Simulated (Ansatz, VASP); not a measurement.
## W in VASP and in Ansatz

```
W
1.0
     0.00000    1.86646    2.17816
     1.86646    0.00000    2.17816
     1.86646    1.86646    0.00000
W
1
Direct
  0.00000 0.00000 0.00000
```

Alike in both runs: task single point; functional LDA; k mesh 22 × 22 × 22; occupations gaussian, width 0.15 eV; no spin polarisation.

|  | VASP | Ansatz |
| --- | --- | --- |
| version | VASP 6.6.1 | Ansatz 0.2.0 |
| potentials or method | VASP PAW LDA potentials, release 64 (W_sv), cutoff 520 eV | scalar-relativistic, plane waves, PAW |
| valence electrons in the cell | 14 | 14 |

```csv
,VASP,Ansatz,Ansatz less VASP
gap on the k mesh at the Fermi level (eV),none,none,-
pressure (GPa),14.2,12.1,-2.05
"traceless stress, the component that is largest in VASP (GPa)",2.41,2.61,+0.196
```

Ansatz warns that its potentials were made for another functional, while VASP's fit it. LDA's correlation is that of Perdew and Zunger in VASP and of Perdew and Wang (1992) in Ansatz. A gap of «none» marks a metal or a gap that the smearing closes.

Neither program's run includes spin-orbit coupling.
